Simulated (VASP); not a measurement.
# Si5C (P-62m) in VASP: a series of runs, part 2 of 2

VASP 6.6.1.

**4. Single point, PBE**

This run uses another cell than the first one: it holds 12 atoms, not 6.

INCAR reads:

```
SYSTEM = Si5C
PREC = Accurate
ENCUT = 520
EDIFF = 1E-6
ISMEAR = 0
SIGMA = 0.2
LREAL = .False.
LASPH = .True.
NELM = 60
ALGO = Normal
ISIF = 2
LWAVE = .False.
LCHARG = .False.
GGA = PE
NBANDS = 36
```

KPOINTS reads:

```
regular mesh
0
Gamma
  6 6 4
  0 0 0
```

POSCAR reads:

```
Si5C
1.0
    4.4444341781      0.0000000000      0.0000000000
   -2.2222170891      3.8489929037      0.0000000000
    0.0000000000      0.0000000000      9.0474947300
Si C
10 2
Direct
    0.3333333333      0.6666666667      1.0000000000
    0.3333333333      0.6666666667      0.5000000000
    0.6666666667      0.3333333333      1.0000000000
    0.6666666667      0.3333333333      0.5000000000
    0.6737757685      0.6737757685      0.2500000000
    0.6737757685      0.6737757685      0.7500000000
    0.3262242315      1.0000000000      0.2500000000
    0.3262242315      1.0000000000      0.7500000000
    1.0000000000      0.3262242315      0.2500000000
    1.0000000000      0.3262242315      0.7500000000
    0.0000000000      0.0000000000      1.0000000000
    0.0000000000      0.0000000000      0.5000000000
```

Potentials or basis: VASP PAW PBE potentials, release 64 (Si, C).

The run is started by

```
$ cat potpaw_PBE.64/Si/POTCAR potpaw_PBE.64/C/POTCAR > POTCAR
$ mpirun -np 1 vasp_std > vasp.out
```

OUTCAR:

```text
SYSTEM = Si5C
   PREC = Accurate
   ENCUT = 520
   EDIFF = 1E-6
   ISMEAR = 0
   LREAL = .False.
   LASPH = .True.
   NELM = 60
   ISIF = 2
   GGA = PE

 ion  position               nearest neighbor table
   1  0.333  0.667  0.000-   3 2.57   3 2.57  11 2.57  11 2.57  11 2.57   3 2.57   8 2.71   7 2.71
                            10 2.71   9 2.71   6 2.71   5 2.71
   2  0.333  0.667  0.500-   4 2.57   4 2.57  12 2.57  12 2.57  12 2.57   4 2.57   8 2.71   7 2.71
                            10 2.71   9 2.71   6 2.71   5 2.71
   3  0.667  0.333  0.000-   1 2.57   1 2.57  11 2.57  11 2.57  11 2.57   1 2.57  10 2.71   9 2.71
                             8 2.71   7 2.71   6 2.71   5 2.71
   4  0.667  0.333  0.500-   2 2.57   2 2.57  12 2.57  12 2.57  12 2.57   2 2.57  10 2.71   9 2.71
[... 1066 lines left out ...]
  volume of cell :      154.77
      direct lattice vectors                 reciprocal lattice vectors
     4.444434178  0.000000000  0.000000000     0.225000520  0.129904111  0.000000000
    -2.222217089  3.848992904  0.000000000     0.000000000  0.259808221  0.000000000
     0.000000000  0.000000000  9.047494730     0.000000000  0.000000000  0.110527834

 POSITION                                       TOTAL-FORCE (eV/Angst)
 -----------------------------------------------------------------------------------
     -0.00000      2.56600      0.00000        -0.000000      0.000000      0.000000
     -0.00000      2.56600      4.52375        -0.000000      0.000000      0.000000
      2.22222      1.28300      0.00000        -0.000000      0.000000     -0.000000
      2.22222      1.28300      4.52375        -0.000000      0.000000     -0.000000
      1.49728      2.59336      2.26187        -0.019297     -0.033424     -0.000000
      1.49728      2.59336      6.78562        -0.019297     -0.033424      0.000000
      1.44988      0.00000      2.26187         0.038594      0.000000     -0.000000
      1.44988      0.00000      6.78562         0.038594      0.000000     -0.000000
     -0.72494      1.25563      2.26187        -0.019297      0.033424      0.000000
     -0.72494      1.25563      6.78562        -0.019297      0.033424      0.000000
      0.00000      0.00000      0.00000        -0.000000      0.000000     -0.000000
      0.00000      0.00000      4.52375        -0.000000      0.000000     -0.000000
 -----------------------------------------------------------------------------------
    total drift:                                0.000000      0.000000     -0.000000

  FREE ENERGIE OF THE ION-ELECTRON SYSTEM (eV)
  ---------------------------------------------------
  free  energy   TOTEN  =       -59.5747530203 eV

  energy  without entropy=      -59.4824520935  energy(sigma->0) =      -59.52860256
```

OSZICAR:

```text
N       E                     dE             d eps       ncg     rms          rms(c)
DAV:   1     0.975520190110E+02    0.97552E+02   -0.19865E+04  1512   0.117E+03
DAV:   2    -0.509699810439E+02   -0.14852E+03   -0.13833E+03  1824   0.169E+02
DAV:   3    -0.600046636765E+02   -0.90347E+01   -0.86665E+01  1968   0.346E+01
DAV:   4    -0.601785486572E+02   -0.17388E+00   -0.17209E+00  1876   0.498E+00
DAV:   5    -0.601815725624E+02   -0.30239E-02   -0.30204E-02  1864   0.632E-01    0.100E+01
DAV:   6    -0.597795487607E+02    0.40202E+00   -0.27026E+00  2216   0.626E+00    0.605E+00
DAV:   7    -0.596219464599E+02    0.15760E+00   -0.87415E-01  2104   0.409E+00    0.311E+00
DAV:   8    -0.595760278233E+02    0.45919E-01   -0.13875E-01  1720   0.167E+00    0.450E-01
DAV:   9    -0.595750918110E+02    0.93601E-03   -0.31312E-02  1904   0.676E-01    0.345E-01
DAV:  10    -0.595748840904E+02    0.20772E-03   -0.34318E-03  1972   0.248E-01    0.121E-01
DAV:  11    -0.595747561916E+02    0.12790E-03   -0.41906E-04  1860   0.101E-01    0.222E-02
DAV:  12    -0.595747521133E+02    0.40783E-05   -0.78609E-05  1784   0.414E-02    0.182E-02
DAV:  13    -0.595747530203E+02   -0.90693E-06   -0.72371E-06  1788   0.125E-02
   1 F= -.59574753E+02 E0= -.59528603E+02  d E =-.923009E-01
```

stdout:

```text
POSCAR found type information on POSCAR SiC
 POSCAR found :  2 types and      12 ions
 scaLAPACK will be used
 LDA part: xc-table for (Slater+PW92), standard interpolation
 POSCAR, INCAR and KPOINTS ok, starting setup
 FFT: planning ... GRIDC
 FFT: planning ... GRID_SOFT
 FFT: planning ... GRID
 WAVECAR not read
 entering main loop
```

Run time: 1.9 min. Hardware: 1 thread of Intel Xeon Platinum 8488C (Sapphire Rapids), shared host; peak memory 0.3 GiB.

What came out:

| Property | Result |
| --- | --- |
| Free energy | -59.5748 eV |
| Pressure | -0.5 GPa |
| Largest force | 0.039 eV/Å |
| Band gap on the k mesh | zero (bands 24 and 25 overlap by 3.13 eV) |

Forces in eV/Å, atoms in the order of the input:
```
Si   0.000  0.000  0.000
Si   0.000  0.000  0.000
Si   0.000  0.000  0.000
Si   0.000  0.000  0.000
Si  -0.019 -0.033  0.000
Si  -0.019 -0.033  0.000
Si   0.039  0.000  0.000
Si   0.039  0.000  0.000
Si  -0.019  0.033  0.000
Si  -0.019  0.033  0.000
C    0.000  0.000  0.000
C    0.000  0.000  0.000
```

**5. Relaxation of cell and atoms, PBE**

This run uses another cell than the first one, of 14.80 Å³/atom.

INCAR reads:

```
SYSTEM = Si5C
ALGO = Normal ; EDIFF = 1E-6
EDIFFG = -0.04 ; ENCUT = 600
GGA = PE ; IBRION = 2
ISIF = 3 ; ISMEAR = 0
LASPH = .True. ; LCHARG = .False.
LREAL = .False. ; LWAVE = .False.
NELM = 60 ; NSW = 90
PREC = Accurate ; SIGMA = 0.1
```

KPOINTS reads:

```
k-points
0
Gamma
  6 6 4
  0 0 0
```

POSCAR reads:

```
Si5C
1.0
    4.7881676300      0.0000000000      0.0000000000
   -2.3940838100      4.1466748000      0.0000000000
    0.0000000000      0.0000000000      4.4721425900
Si C
5 1
Direct
    0.3333333300      0.6666666700      0.0000000000
    0.6666666700      0.3333333300      0.0000000000
    0.6666666700      0.6666666700      0.5000000000
    0.3333333300      0.0000000000      0.5000000000
    0.0000000000      0.3333333300      0.5000000000
    0.0000000000      0.0000000000      0.0000000000
```

The run is started by

```
$ cat potpaw_PBE.64/Si/POTCAR potpaw_PBE.64/C/POTCAR > POTCAR
$ mpirun -np 1 vasp_std > vasp.out
```

It took 2.1 min on 1 thread of Intel Xeon Platinum 8488C (Sapphire Rapids), shared host; peak memory 0.23 GiB.

The run converged. Its results:

```yaml
Free_energy: -29.8391 eV
Relaxed_volume: 12.84 Å³/atom
Relaxed_cell: a = 4.526 Å, b = 4.526 Å, c = 4.341 Å, α = 90.00°, β = 90.00°, γ = 120.00°
Space_group_after_relaxing_to_0.1_Å: P-62m (No. 189)
Energy_gained_by_relaxing: 88.2 meV/atom
Ionic_steps: 7
Pressure_after_relaxing: -0.2 GPa
Largest_force_after_relaxing: 0.037 eV/Å
Band_gap_on_the_k_mesh: zero (bands 12 and 13 overlap by 4.83 eV)
```

Forces on the atoms (eV/Å):
```
Si   0.000  0.000  0.000
Si   0.000  0.000  0.000
Si   0.019  0.032  0.000
Si  -0.037  0.000  0.000
Si   0.019 -0.032  0.000
C    0.000  0.000  0.000
```

Stress tensor (GPa, compression positive):
```
-0.14  0.00  0.00
 0.00 -0.14  0.00
 0.00  0.00 -0.39
```

Step by step:
```csv
step,energy change (eV),largest force (eV/Å),pressure (GPa),volume (Å³)
1,0.0000,0.4392,-10.74,88.79
2,-0.5071,0.3568,0.33,76.64
3,-0.5073,0.3539,0.57,76.47
4,-0.5270,0.0497,0.57,76.47
5,-0.5272,0.0762,0.56,76.47
6,-0.5290,0.0422,-0.12,76.96
7,-0.5290,0.0374,-0.22,77.03
```

Final structure:
```
Si C
1.0
     4.52644    0.00000    0.00000
    -2.26322    3.92001    0.00000
     0.00000    0.00000    4.34138
Si C
5 1
Direct
  0.33333 0.66667 0.00000
  0.66667 0.33333 0.00000
  0.67591 0.67591 0.50000
  0.32409 0.00000 0.50000
  0.00000 0.32409 0.50000
  0.00000 0.00000 0.00000
```

Levels at points of the mesh, in eV from the Fermi level:
| k point | band 8 | band 9 | band 10 | band 11 | band 12 | band 13 | band 14 | band 15 | band 16 |
| --- | --- | --- | --- | --- | --- | --- | --- | --- | --- |
| (0.00, 0.00, 0.00) | -5.35 | -5.35 | -1.22 | -0.69 | -0.08 | -0.08 | 0.63 | 1.15 | 1.15 |
| (0.50, 0.00, 0.00) | -5.05 | -2.13 | -1.68 | -1.50 | -0.10 | 0.18 | 0.38 | 0.54 | 1.43 |
| (0.00, 0.00, 0.50) | -3.90 | -3.90 | -3.82 | -3.59 | -3.59 | -3.44 | -3.44 | 0.47 | 1.69 |
| (0.50, 0.00, 0.50) | -6.01 | 0.42 | 0.60 | 0.85 | 1.40 | 2.03 | 2.05 | 2.64 | 3.18 |

**6. The runs side by side**

| task | cell | cutoff (eV) | smearing | gap on the mesh (eV) | pressure (GPa) | largest force (eV/Å) |
| --- | --- | --- | --- | --- | --- | --- |
| single point | a = 4.529, b = 4.529, c = 4.330 Å, angles 90.0, 90.0, 120.0°, 6 atoms, atomic positions A | 520 | gaussian 0.1 eV | none | -0.1 | 0.02 |
| single point | a = 4.788, b = 4.788, c = 4.472 Å, angles 90.0, 90.0, 120.0°, 6 atoms, atomic positions B | 520 | gaussian 0.1 eV | none | -10.7 | 0.44 |
| single point | a = 4.444, b = 4.444, c = 9.047 Å, angles 90.0, 90.0, 120.0°, 12 atoms, atomic positions C | 520 | gaussian 0.2 eV | none | -0.5 | 0.04 |
| relaxation of cell and atoms | relaxed from a = 4.788, b = 4.788, c = 4.472 Å, angles 90.0, 90.0, 120.0°, 6 atoms, atomic positions B | 600 | gaussian 0.1 eV | none | -0.2 | 0.04 |

Alike in all rows: level PBE; potentials or basis VASP PAW PBE potentials, release 64 (Si, C); no spin polarisation; k mesh 6 × 6 × 4.

Caveats: some runs use coarse meshes; the cell stands under tension (at least some runs).

Absolute energies hang on the potentials; compare differences alone.
